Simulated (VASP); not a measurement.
# RbBr (Fm-3m) in VASP: notebook

Aim: see how the results for RbBr move with the level of theory and the settings. Levels: PBE, LDA. Tasks: single point.

All numbers are computed with VASP 6.6.1; they aren't measurements. Logs are shortened: lines on timing, memory, paths and dates and some standing lists are left out, and cuts for length are marked.

### 1 The cell of the first run

It takes space group Fm-3m (No. 225, cubic). Conventional cell: a = 6.854 Å, b = 6.854 Å, c = 6.854 Å, α = 90.00°, β = 90.00°, γ = 90.00°. Rb (site symmetry m-3m) has 6 Br at 3.43 Å within 4.5 Å. Within 4.5 Å of Br (site symmetry m-3m) lie 6 Rb at 3.43 Å.

### 2 Single point, PBE, non-collinear spin, zero start, spin-orbit coupling

Contents of INCAR:

```
ALGO = Normal
EDIFF = 1E-7
ENCUT = 520
GGA = PE
GGA_COMPAT = False
ISIF = 2
ISMEAR = 1
LASPH = True
LCHARG = True
LORBIT = 11
LORBMOM = True
LREAL = False
LSORBIT = True
LVHAR = True
LWAVE = False
MAGMOM = 0 0 0 0 0 0
NBANDS = 28
NELM = 150
PREC = Accurate
SIGMA = 0.05
```

Contents of KPOINTS:

```
k-points
0
Gamma
  11 11 11
```

Contents of POSCAR:

```
RbBr
1.0
    0.0000000000      3.4270000000      3.4270000000
    3.4270000000      0.0000000000      3.4270000000
    3.4270000000      3.4270000000      0.0000000000
Rb Br
1 1
Direct
    0.0000000000      0.0000000000      0.0000000000
    0.5000000000      0.5000000000      0.5000000000
```

Potentials or basis: VASP PAW PBE potentials, release 64 (Rb_sv, Br).

The run is started by

```sh
$ cat potpaw_PBE.64/Rb_sv/POTCAR potpaw_PBE.64/Br/POTCAR > POTCAR
$ mpirun -np 1 vasp_ncl > vasp.out
```

OUTCAR:

```text
EDIFF = 1E-7
   ENCUT = 520
   GGA = PE
   ISIF = 2
   ISMEAR = 1
   LASPH = True
   LORBIT = 11
   LREAL = False
   LSORBIT = True
   NELM = 150
   PREC = Accurate

 ion  position               nearest neighbor table
   1  0.000  0.000  0.000-   2 3.43   2 3.43   2 3.43   2 3.43   2 3.43   2 3.43
   2  0.500  0.500  0.500-   1 3.43   1 3.43   1 3.43   1 3.43   1 3.43   1 3.43

  LATTYP: Found a face centered cubic cell.
 ALAT       =     6.8540000000

  Lattice vectors:

 A1 = (   0.0000000000,   3.4270000000,   3.4270000000)
 A2 = (   3.4270000000,   0.0000000000,   3.4270000000)
 A3 = (   3.4270000000,   3.4270000000,   0.0000000000)

Analysis of symmetry for initial positions (statically):
=====================================================================
 Subroutine PRICEL returns:
 Original cell was already a primitive cell.

 Routine SETGRP: Setting up the symmetry group for a
 face centered cubic supercell.

 Subroutine GETGRP returns: Found 48 space group operations
 (whereof 48 operations were pure point group operations)
 out of a pool of 48 trial point group operations.

The static configuration has the point symmetry O_h .

Analysis of symmetry for dynamics (positions and initial velocities):
=====================================================================
 Subroutine PRICEL returns:
 Original cell was already a primitive cell.

 Routine SETGRP: Setting up the symmetry group for a
 face centered cubic supercell.

 Subroutine GETGRP returns: Found 48 space group operations
 (whereof 48 operations were pure point group operations)
 out of a pool of 48 trial point group operations.

The dynamic configuration has the point symmetry O_h .

Analysis of structural, dynamic, and magnetic symmetry:
=====================================================================
 Subroutine PRICEL returns:
 Original cell was already a primitive cell.

 Routine SETGRP: Setting up the symmetry group for a
 face centered cubic supercell.

 Subroutine GETGRP returns: Found 48 space group operations
 (whereof 48 operations were pure point group operations)
 out of a pool of 48 trial point group operations.

The overall configuration has the point symmetry O_h .

 Subroutine INISYM returns: Found 48 space group operations
 (whereof 48 operations are pure point group operations),
 and found     1 'primitive' translations

----------------------------------------------------------------------------------------

                                     Primitive cell

  volume of cell :      80.4956

  direct lattice vectors                    reciprocal lattice vectors
     0.000000000  3.427000000  3.427000000    -0.145900204  0.145900204  0.145900204
     3.427000000  0.000000000  3.427000000     0.145900204 -0.145900204  0.145900204
     3.427000000  3.427000000  0.000000000     0.145900204  0.145900204 -0.145900204

  length of vectors
     4.846509878  4.846509878  4.846509878     0.252706567  0.252706567  0.252706567

  position of ions in fractional coordinates (direct lattice)
     0.000000000  0.000000000  0.000000000
     0.500000000  0.500000000  0.500000000

  ion indices of the primitive-cell ions
   primitive index   ion index
                 1           1
                 2           2

----------------------------------------------------------------------------------------

 KPOINTS: k-points

Automatic generation of k-mesh.
 Grid dimensions read from file:
[... 90 lines left out ...]
   GGA     = PE    functional components
   LHFCALC =     F    Hartree Fock is set to
   AEXX    =    0.0000 exact exchange contribution
   IVDW    =     0    specifies the selected vdW correction
   LEPSILON=     F    determine dielectric tensor
   LRPA    =     F    only Hartree local field effects (RPA)
 Methfessel and Paxton  Order N= 1 SIGMA  =   0.05
  energy-cutoff  :      520.00
  volume of cell :       80.50
 maximum number of plane-waves:      4372
   NGX = 17   NGY = 17   NGZ = 17

 number of electron      15.9999999 magnetization       0.0000000     -0.0000000      0.0000000

 number of electron      15.9999999 magnetization       0.0000000      0.0000000      0.0000000

 number of electron      15.9999999 magnetization      -0.0000000     -0.0000000     -0.0000000

 Free energy of the ion-electron system (eV)
  ---------------------------------------------------
  ext. energy  EPLUGINS =         0.00000000
  ---------------------------------------------------
  free energy    TOTEN  =        -6.14944630 eV

  energy without entropy =       -6.14959540  energy(sigma->0) =       -6.14949600

 E-fermi :  -1.5813     XC(G=0):  -7.2347

 val. band max:       -1.5924986534   @ k =   0.0000   0.0000   0.0000
 cond. band min:       2.6087956743   @ k =   0.0000   0.0000   0.0000
 fundamental gap:      4.2012943277
 Fermi energy:        -1.5813404153

 k-point     1 :       0.0000    0.0000    0.0000
  band No.  band energies     occupation
      1     -26.1690      1.00000
      2     -26.1690      1.00000
      3     -13.9330      1.00000
      4     -13.9330      1.00000
      5     -10.8219      1.00000
      6     -10.8219      1.00000
[... 733 lines left out ...]
     27       7.9242      0.00000
     28       7.9242      0.00000

 [... further k-points ...]
[... 5 lines left out ...]
  --------------------------------------------------------------------------------------
  -------------------------------------------------------------------------------------
  Total        0.5172577      0.5172577      0.5172577      0.0000000     -0.0000000      0.0000000
  in kB       10.2954483     10.2954483     10.2954483      0.0000000     -0.0000000      0.0000000
  external PRESSURE =      10.2954483 kB  Pullay stress =       0.0000000 kB

 VOLUME and BASIS-vectors are now :
 -----------------------------------------------------------------------------
  energy-cutoff  :      520.00
  volume of cell :       80.50
      direct lattice vectors                 reciprocal lattice vectors
     0.000000000  3.427000000  3.427000000    -0.145900204  0.145900204  0.145900204
     3.427000000  0.000000000  3.427000000     0.145900204 -0.145900204  0.145900204
     3.427000000  3.427000000  0.000000000     0.145900204  0.145900204 -0.145900204

 POSITION                                       TOTAL-FORCE (eV/Angst)
 -----------------------------------------------------------------------------------
      0.00000      0.00000      0.00000         0.000000     -0.000000      0.000000
      3.42700      3.42700      3.42700        -0.000000      0.000000     -0.000000
 -----------------------------------------------------------------------------------
    total drift:                                0.000000      0.000000      0.000000

  FREE ENERGIE OF THE ION-ELECTRON SYSTEM (eV)
  ---------------------------------------------------
  free  energy   TOTEN  =        -6.1494463031 eV

  energy  without entropy=       -6.1495953994  energy(sigma->0) =       -6.14949600

 orbital moment (x)

 # of ion     p       d       tot
 ----------------------------------------
  1         0.000   0.000   0.000
  2         0.000  -0.000  -0.000
 ----------------------------------------
            0.000   0.000   0.000

 orbital moment (y)

 # of ion     p       d       tot
 ----------------------------------------
  1         0.000   0.000   0.000
  2         0.000   0.000   0.000
 ----------------------------------------
            0.000   0.000   0.000

 orbital moment (z)

 # of ion     p       d       tot
 ----------------------------------------
  1         0.000  -0.000  -0.000
  2         0.000   0.000   0.000
 ----------------------------------------
            0.000  -0.000  -0.000

 Spin-Orbit-Coupling matrix elements

 Ion:    1  E_soc:     -0.0529938
 l=   1
     0.0000000    -0.0088232    -0.0088232
    -0.0088232     0.0000000    -0.0088232
    -0.0088232    -0.0088232     0.0000000
 l=   2
     0.0000000     0.0000008     0.0000000     0.0000008    -0.0000100
     0.0000008     0.0000000    -0.0000075     0.0000008    -0.0000025
     0.0000000    -0.0000075     0.0000000    -0.0000075     0.0000000
     0.0000008     0.0000008    -0.0000075     0.0000000    -0.0000025
    -0.0000100    -0.0000025     0.0000000    -0.0000025     0.0000000
 l=   3
     0.0000000     0.0000000     0.0000000     0.0000000     0.0000000     0.0000000     0.0000000
     0.0000000     0.0000000     0.0000000     0.0000000     0.0000000     0.0000000     0.0000000
     0.0000000     0.0000000     0.0000000     0.0000000     0.0000000     0.0000000     0.0000000
     0.0000000     0.0000000     0.0000000     0.0000000     0.0000000     0.0000000     0.0000000
     0.0000000     0.0000000     0.0000000     0.0000000     0.0000000     0.0000000     0.0000000
     0.0000000     0.0000000     0.0000000     0.0000000     0.0000000     0.0000000     0.0000000
     0.0000000     0.0000000     0.0000000     0.0000000     0.0000000     0.0000000     0.0000000

 Ion:    2  E_soc:     -0.0514756
 l=   1
     0.0000000    -0.0085789    -0.0085789
    -0.0085789     0.0000000    -0.0085789
    -0.0085789    -0.0085789     0.0000000
 l=   2
     0.0000000    -0.0000000     0.0000000    -0.0000000    -0.0000004
    -0.0000000     0.0000000    -0.0000003    -0.0000000    -0.0000001
     0.0000000    -0.0000003     0.0000000    -0.0000003     0.0000000
    -0.0000000    -0.0000000    -0.0000003     0.0000000    -0.0000001
    -0.0000004    -0.0000001     0.0000000    -0.0000001     0.0000000
 l=   3
     0.0000000     0.0000000     0.0000000     0.0000000     0.0000000     0.0000000     0.0000000
     0.0000000     0.0000000     0.0000000     0.0000000     0.0000000     0.0000000     0.0000000
     0.0000000     0.0000000     0.0000000     0.0000000     0.0000000     0.0000000     0.0000000
     0.0000000     0.0000000     0.0000000     0.0000000     0.0000000     0.0000000     0.0000000
     0.0000000     0.0000000     0.0000000     0.0000000     0.0000000     0.0000000     0.0000000
     0.0000000     0.0000000     0.0000000     0.0000000     0.0000000     0.0000000     0.0000000
     0.0000000     0.0000000     0.0000000     0.0000000     0.0000000     0.0000000     0.0000000

 total charge

# of ion       s       p       d       tot
------------------------------------------
    1        1.940   5.351   0.023   7.315
    2        1.600   3.300   0.001   4.901
--------------------------------------------------
tot          3.541   8.651   0.024  12.216

 magnetization (x)

# of ion       s       p       d       tot
------------------------------------------
    1       -0.000   0.000  -0.000  -0.000
    2        0.000   0.000  -0.000  -0.000
--------------------------------------------------
tot         -0.000   0.000  -0.000  -0.000

 magnetization (y)

# of ion       s       p       d       tot
------------------------------------------
    1       -0.000   0.000  -0.000  -0.000
    2        0.000   0.000  -0.000  -0.000
--------------------------------------------------
tot         -0.000   0.000  -0.000  -0.000

 magnetization (z)

# of ion       s       p       d       tot
------------------------------------------
    1       -0.000   0.000  -0.000  -0.000
    2        0.000   0.000  -0.000  -0.000
--------------------------------------------------
tot         -0.000   0.000  -0.000  -0.000
```

Wall time 2.9 min (1 thread of AMD EPYC 9R45 (Zen 5), shared host); peak memory 0.44 GiB.

What came out:

- Free energy: -6.1494 eV
- Pressure: 1.0 GPa
- Net moment: 0.00 μB per cell
- Valence electrons inside the program's atomic spheres: Rb 7.32; Br 4.90

Moments on the atoms (μB; x, y, z):
```
Rb  0.00 0.00 0.00
Br  0.00 0.00 0.00
```

### 3 Single point, LDA

Contents of INCAR:

```
PREC     = Accurate       # precision mode
ENCUT    = 520            # plane-wave cutoff, eV
EDIFF    = 1E-6           # SCF threshold, eV
ISMEAR   = -1             # smearing method
SIGMA    = 0.05           # smearing width, eV
LREAL    = False          # projectors in reciprocal space
LASPH    = True           # aspherical terms in the spheres
NELM     = 100            # most SCF steps
ALGO     = Normal         # electronic algorithm
ISIF     = 2              # what is computed and relaxed
LWAVE    = False          # write WAVECAR
LCHARG   = True           # write CHGCAR
GGA      = CA             # functional
LELF     = True           # ELF
LVHAR    = True         
NBANDS   = 15             # bands
```

Contents of KPOINTS:

```
Automatic mesh
0
Gamma
  6 6 6
```

POSCAR is that of step 2.

Potentials or basis: VASP PAW LDA potentials, release 64 (Rb_sv, Br).

The run is started by

```sh
$ cat potpaw_LDA.64/Rb_sv/POTCAR potpaw_LDA.64/Br/POTCAR > POTCAR
$ mpirun -np 1 vasp_std > vasp.out
```

Run time: 11 s. Hardware: 1 thread of AMD EPYC 9R45 (Zen 5), shared host; peak memory 0.14 GiB.

The run converged. Its results:

```yaml
Free_energy: -6.6944 eV
Pressure: -1.2 GPa
Band_gap_on_the_k_mesh: 3.96 eV
```

Levels at points of the mesh, in eV from the valence-band top:
```
           k point  band 4  band 5  band 6  band 7  band 8  band 9  band 10  band 11  band 12  band 13
(0.00, 0.00, 0.00)   -8.41   -8.41    0.00    0.00    0.00    3.96     7.03     7.03     7.03     7.97
(0.50, 0.00, 0.00)   -8.42   -8.37   -1.06   -0.38   -0.38    6.46     7.41     9.26     9.26     9.92
(0.50, 0.50, 0.00)   -8.49   -8.49   -0.50   -0.17   -0.17    5.30     6.80     8.82     9.06     9.24
```
